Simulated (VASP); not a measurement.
# Al (Fm-3m) in VASP: further runs

Al is run at these levels: PBE; tasks: single point, relaxation of cell and atoms.

Everything below comes from runs of VASP 6.6.1. Logs are shortened: lines on timing, memory, paths and dates and some standing lists are left out, and cuts for length are marked.

**1. The cell of the first run**

The structure is cubic, space group Fm-3m (No. 225). Conventional cell: a = 4.020 Å, b = 4.020 Å, c = 4.020 Å, α = 90.00°, β = 90.00°, γ = 90.00°. Within 3.7 Å of Al (site symmetry m-3m) lie 12 Al at 2.84 Å.

**2. Single point, PBE**

Contents of INCAR:

```
PREC = Accurate
ENCUT = 500
EDIFF = 1E-6
ISMEAR = 0
SIGMA = 0.1
LREAL = F
LASPH = T
NELM = 120
ALGO = Normal
ISIF = 2
LWAVE = F
LCHARG = F
GGA = PE
NBANDS = 8
GGA_COMPAT = F
```

Contents of KPOINTS:

```
regular mesh
0
Gamma
  8 8 8
```

Contents of POSCAR:

```
Al
1.0
    0.0000000000      2.0100000000      2.0100000000
    2.0100000000      0.0000000000      2.0100000000
    2.0100000000      2.0100000000      0.0000000000
Al
1
Direct
    0.0000000000      0.0000000000      0.0000000000
```

Potentials or basis: VASP PAW PBE potentials, release 64 (Al).

Command:

```sh
> cat potpaw_PBE.64/Al/POTCAR > POTCAR
> mpirun -np 1 vasp_std > vasp.out
```

OUTCAR:

```text
PREC = Accurate
   ENCUT = 500
   EDIFF = 1E-6
   ISMEAR = 0
   LREAL = F
   LASPH = T
   NELM = 120
   ISIF = 2
   GGA = PE

 ion  position               nearest neighbor table
   1  0.000  0.000  0.000-

  LATTYP: Found a face centered cubic cell.
 ALAT       =     4.0200000000

  Lattice vectors:

 A1 = (   0.0000000000,   2.0100000000,   2.0100000000)
 A2 = (   2.0100000000,   0.0000000000,   2.0100000000)
 A3 = (   2.0100000000,   2.0100000000,   0.0000000000)

Analysis of symmetry for initial positions (statically):
=====================================================================
 Subroutine PRICEL returns:
 Original cell was already a primitive cell.

 Routine SETGRP: Setting up the symmetry group for a
 face centered cubic supercell.

 Subroutine GETGRP returns: Found 48 space group operations
 (whereof 48 operations were pure point group operations)
 out of a pool of 48 trial point group operations.

The static configuration has the point symmetry O_h .

Analysis of symmetry for dynamics (positions and initial velocities):
=====================================================================
 Subroutine PRICEL returns:
 Original cell was already a primitive cell.

 Routine SETGRP: Setting up the symmetry group for a
 face centered cubic supercell.

 Subroutine GETGRP returns: Found 48 space group operations
 (whereof 48 operations were pure point group operations)
 out of a pool of 48 trial point group operations.

The dynamic configuration has the point symmetry O_h .

 Subroutine INISYM returns: Found 48 space group operations
 (whereof 48 operations are pure point group operations),
 and found     1 'primitive' translations

----------------------------------------------------------------------------------------

                                     Primitive cell

  volume of cell :      16.2412

  direct lattice vectors                    reciprocal lattice vectors
     0.000000000  2.010000000  2.010000000    -0.248756219  0.248756219  0.248756219
     2.010000000  0.000000000  2.010000000     0.248756219 -0.248756219  0.248756219
     2.010000000  2.010000000  0.000000000     0.248756219  0.248756219 -0.248756219

  length of vectors
     2.842569260  2.842569260  2.842569260     0.430858410  0.430858410  0.430858410

  position of ions in fractional coordinates (direct lattice)
     0.000000000  0.000000000  0.000000000

  ion indices of the primitive-cell ions
   primitive index   ion index
                 1           1

----------------------------------------------------------------------------------------

 KPOINTS: regular mesh

Automatic generation of k-mesh.
 Grid dimensions read from file:
 generate k-points for:    8    8    8

 Generating k-lattice:

  Cartesian coordinates                     Fractional coordinates (reciprocal lattice)
    -0.031094527  0.031094527  0.031094527     0.125000000  0.000000000  0.000000000
     0.031094527 -0.031094527  0.031094527     0.000000000  0.125000000  0.000000000
     0.031094527  0.031094527 -0.031094527     0.000000000  0.000000000  0.125000000

  Length of vectors
     0.053857301  0.053857301  0.053857301

  Shift w.r.t. Gamma in fractional coordinates (k-lattice)
     0.000000000  0.000000000  0.000000000

 Subroutine IBZKPT returns following result:
 ===========================================

 Found     29 irreducible k-points:

 Following reciprocal coordinates:
            Coordinates               Weight
  0.000000  0.000000  0.000000      1.000000
  0.125000  0.000000  0.000000      8.000000
  0.250000  0.000000  0.000000      8.000000
  0.375000  0.000000  0.000000      8.000000
  0.500000  0.000000  0.000000      4.000000
  0.125000  0.125000  0.000000      6.000000
[... 16 lines left out ...]
  0.500000  0.250000  0.125000     48.000000
 -0.375000  0.250000  0.125000     24.000000
 [... further k-points ...]
   k-points           NKPTS =     29   k-points in BZ     NKDIM =     29   number of bands    NBANDS=      8
   number of dos      NEDOS =    301   number of ions     NIONS =      1
   total plane-waves  NPLWV =  13824
   dimension x,y,z NGX =    24 NGY =   24 NGZ =   24
   dimension x,y,z NGXF=    48 NGYF=   48 NGZF=   48
   ions per type =               1
   NGX,Y,Z   is equivalent  to a cutoff of  14.04, 14.04, 14.04 a.u.
   NGXF,Y,Z  is equivalent  to a cutoff of  28.07, 28.07, 28.07 a.u.
 SYSTEM =  unknown system
   PREC   = accura    normal or accurate (medium, high low for compatibility)
   ISTART =      0    job   : 0-new  1-cont  2-samecut
   ICHARG =      2    charge: 1-file 2-atom 10-const
   ISPIN  =      1    spin polarized calculation?
   LNONCOLLINEAR =      F non collinear calculations
   LSORBIT =      F    spin-orbit coupling
   LASPH  =      T    aspherical Exc in radial PAW
   ENCUT  =  500.0 eV  36.75 Ry    6.06 a.u.   5.18  5.18  5.18*2*pi/ulx,y,z
   NELM   =    120;   NELMIN=  2; NELMDL= -5     # of ELM steps
   EDIFF  = 0.1E-05   stopping-criterion for ELM
   LREAL  =      F    real-space projection
   EDIFFG = 0.1E-04   stopping-criterion for IOM
   NSW    =      0    number of steps for IOM
   IBRION =     -1    ionic relax: 0-MD 1-quasi-New 2-CG
   NFREE  =      0    steps in history (QN), initial steepest desc. (CG)
   ISIF   =      2    stress and relaxation
   ISYM   =      2    0-nonsym 1-usesym 2-fastsym
   POTIM  = 0.5000    time-step for ionic-motion
   TEBEG  =    0.0;   TEEND  =   0.0 temperature during run
   PSTRESS=    0.0 pullay stress
   NELECT =       3.0000    total number of electrons
   NUPDOWN=      -1.0000    fix difference up-down
   EMIN   =  10.00;   EMAX   =-10.00  energy-range for DOS
   EFERMI =   0.00;   METHOD = LEGACY
   ISMEAR =     0;   SIGMA  =   0.10  broadening in eV -4-tet -1-fermi 0-gaus
   EFERMI_NEDOS =   21; number of points for ismear=-14 and -15
   IALGO  =     38    algorithm
   IMIX   =      4    mixing-type and parameters
     AMIX     =   0.40;   BMIX     =  1.00
     AMIX_MAG =   1.60;   BMIX_MAG =  1.00
  volume/ion in A,a.u.               =      16.24       109.60
  Fermi-wavevector in a.u.,A,eV,Ry     =   0.932343  1.761873 11.827055  0.869264
  Thomas-Fermi vector in A             =   2.058931
   LORBIT       =      0    0 simple, 1 ext, 2 COOP (PROOUT), +10 PAW based schemes
   GGA     = PE    functional components
   LHFCALC =     F    Hartree Fock is set to
   AEXX    =    0.0000 exact exchange contribution
   IVDW    =     0    specifies the selected vdW correction
   LEPSILON=     F    determine dielectric tensor
   LRPA    =     F    only Hartree local field effects (RPA)
 non-spin polarized calculation
 Gauss-broadening in eV      SIGMA  =   0.10
  energy-cutoff  :      500.00
  volume of cell :       16.24
 maximum number of plane-waves:       428
 NGX is ok and might be reduce to    24
   NGX = 11   NGY = 11   NGZ = 11

 number of electron       3.0000000 magnetization

 Free energy of the ion-electron system (eV)
  ---------------------------------------------------
  ext. energy  EPLUGINS =         0.00000000
  ---------------------------------------------------
  free energy    TOTEN  =        -3.74043461 eV

  energy without entropy =       -3.73728635  energy(sigma->0) =       -3.73886048

 E-fermi :   8.2227     XC(G=0): -10.2528

 val. band max:        7.8269931538   @ k =  -0.2500   0.3750   0.1250
 cond. band min:       8.3019136382   @ k =   0.5000   0.2500   0.1250
 fundamental gap:      0.4749204844
 Fermi energy:         8.2227284348

 k-point     1 :       0.0000    0.0000    0.0000
  band No.  band energies     occupation
      1      -3.0769      2.00000
      2      20.8750      0.00000
      3      20.8750      0.00000
      4      20.8750      0.00000
      5      22.4879      0.00000
      6      22.4879      0.00000
      7      22.4879      0.00000
      8      24.7495      0.00000

 k-point     2 :       0.1250    0.0000    0.0000
  band No.  band energies     occupation
      1      -2.6481      2.00000
      2      16.5590      0.00000
      3      19.9550      0.00000
      4      19.9550      0.00000
      5      23.0489      0.00000
      6      24.0212      0.00000
      7      24.0212      0.00000
      8      25.9788      0.00000

 k-point     3 :       0.2500    0.0000    0.0000
  band No.  band energies     occupation
      1      -1.3697      2.00000
      2      11.6391      0.00000
      3      19.1908      0.00000
      4      19.1908      0.00000
      5      22.6724      0.00000
      6      23.0785      0.00000
      7      23.0785      0.00000
      8      27.1166      0.00000

 k-point     4 :       0.3750    0.0000    0.0000
  band No.  band energies     occupation
      1       0.7356      2.00000
      2       7.2936      2.00000
      3      19.1009      0.00000
      4      19.1009      0.00000
      5      21.0656      0.00000
      6      21.0656      0.00000
      7      22.7379      0.00000
      8      25.0381      0.00000

 k-point     5 :       0.5000    0.0000    0.0000
  band No.  band energies     occupation
      1       3.5105      2.00000
      2       3.7669      2.00000
      3      19.7008      0.00000
      4      19.7008      0.00000
      5      19.7482      0.00000
      6      19.7482      0.00000
      7      23.3957      0.00000
      8      23.6566      0.00000

 k-point     6 :       0.1250    0.1250    0.0000
  band No.  band energies     occupation
      1      -2.5055      2.00000
      2      18.1854      0.00000
      3      18.1854      0.00000
      4      18.3793      0.00000
      5      21.3220      0.00000
      6      22.9332      0.00000
      7      25.9955      0.00000
      8      25.9955      0.00000

 k-point     7 :       0.2500    0.1250    0.0000
  band No.  band energies     occupation
      1      -1.5112      2.00000
      2      13.5160      0.00000
      3      17.1132      0.00000
      4      18.6199      0.00000
      5      19.9040      0.00000
      6      22.4846      0.00000
      7      26.4152      0.00000
      8      26.5688      0.00000

 k-point     8 :       0.3750    0.1250    0.0000
  band No.  band energies     occupation
      1       0.3167      2.00000
      2       9.0090      0.00000
      3      16.7631      0.00000
      4      17.4698      0.00000
      5      18.4964      0.00000
      6      24.5778      0.00000
      7      25.4290      0.00000
      8      26.6341      0.00000

 k-point     9 :       0.5000    0.1250    0.0000
  band No.  band energies     occupation
      1       2.9424      2.00000
      2       5.1423      2.00000
      3      15.8391      0.00000
      4      17.1400      0.00000
      5      18.9296      0.00000
      6      23.0450      0.00000
      7      25.8960      0.00000
      8      27.0097      0.00000

 k-point    10 :      -0.3750    0.1250    0.0000
  band No.  band energies     occupation
      1       1.9829      2.00000
      2       6.3474      2.00000
      3      14.9526      0.00000
      4      18.2471      0.00000
      5      20.1243      0.00000
      6      22.1881      0.00000
      7      25.0506      0.00000
      8      27.9962      0.00000
[... 78 lines left out ...]
 k-point    18 :       0.3750    0.3750    0.0000
  band No.  band energies     occupation
      1       1.9760      2.00000
      2      10.7797      0.00000
      3      13.9939      0.00000
      4      14.3210      0.00000
      5      14.3210      0.00000
      6      17.9048      0.00000
      7      32.1546      0.00000
      8      33.7487      0.00000

 k-point    19 :       0.5000    0.3750    0.0000
  band No.  band energies     occupation
      1       3.9966      2.00000
      2       8.5440      0.00001
      3      10.4017      0.00000
      4      14.2019      0.00000
      5      15.5564      0.00000
      6      19.8047      0.00000
      7      31.4166      0.00000
      8      33.5249      0.00000

 k-point    20 :      -0.3750    0.3750    0.0000
  band No.  band energies     occupation
      1       6.2527      2.00000
      2       6.7778      2.00000
      3       7.7991      2.00000
      4      14.8142      0.00000
      5      16.4591      0.00000
      6      24.0312      0.00000
      7      30.1986      0.00000
      8      30.5394      0.00000

 k-point    21 :       0.5000    0.5000    0.0000
  band No.  band energies     occupation
      1       5.2058      2.00000
      2       6.5630      2.00000
      3      13.4297      0.00000
      4      13.8366      0.00000
      5      13.8366      0.00000
      6      17.3861      0.00000
      7      33.8170      0.00000
      8      35.3444      0.00000

 k-point    22 :       0.3750    0.2500    0.1250
  band No.  band energies     occupation
      1      -0.2433      2.00000
      2      12.0387      0.00000
      3      13.4974      0.00000
      4      17.0477      0.00000
      5      20.4114      0.00000
      6      22.2802      0.00000
      7      25.2888      0.00000
      8      28.6728      0.00000

 k-point    23 :       0.5000    0.2500    0.1250
  band No.  band energies     occupation
      1       1.8437      2.00000
      2       8.3019      0.26278
      3      12.7969      0.00000
      4      14.8944      0.00000
      5      21.0701      0.00000
      6      23.1888      0.00000
      7      25.3559      0.00000
      8      29.3635      0.00000

 k-point    24 :      -0.3750    0.2500    0.1250
  band No.  band energies     occupation
      1       4.5670      2.00000
      2       4.8685      2.00000
      3      13.1658      0.00000
      4      13.7175      0.00000
      5      21.6236      0.00000
      6      22.0233      0.00000
      7      28.7123      0.00000
      8      28.9922      0.00000

 [... further k-points ...]
[... 5 lines left out ...]
  --------------------------------------------------------------------------------------
  -------------------------------------------------------------------------------------
  Total        0.1388638      0.1388638      0.1388638      0.0000000     -0.0000000     -0.0000000
  in kB       13.6987656     13.6987656     13.6987656      0.0000000     -0.0000000     -0.0000000
  external PRESSURE =      13.6987656 kB  Pullay stress =       0.0000000 kB

 VOLUME and BASIS-vectors are now :
 -----------------------------------------------------------------------------
  energy-cutoff  :      500.00
  volume of cell :       16.24
      direct lattice vectors                 reciprocal lattice vectors
     0.000000000  2.010000000  2.010000000    -0.248756219  0.248756219  0.248756219
     2.010000000  0.000000000  2.010000000     0.248756219 -0.248756219  0.248756219
     2.010000000  2.010000000  0.000000000     0.248756219  0.248756219 -0.248756219

 POSITION                                       TOTAL-FORCE (eV/Angst)
 -----------------------------------------------------------------------------------
      0.00000      0.00000      0.00000         0.000000      0.000000     -0.000000
 -----------------------------------------------------------------------------------
    total drift:                                0.000000     -0.000000     -0.000000

  FREE ENERGIE OF THE ION-ELECTRON SYSTEM (eV)
  ---------------------------------------------------
  free  energy   TOTEN  =        -3.7404346058 eV

  energy  without entropy=       -3.7372863545  energy(sigma->0) =       -3.73886048
```

Wall time 4.4 s (1 thread of AMD EPYC 7R43 (Zen 3), shared host); peak memory 0.1 GiB.

Results:

```
Free energy : -3.7404 eV
Pressure    : 1.4 GPa
```

(Part 1 of 2 ends here.)
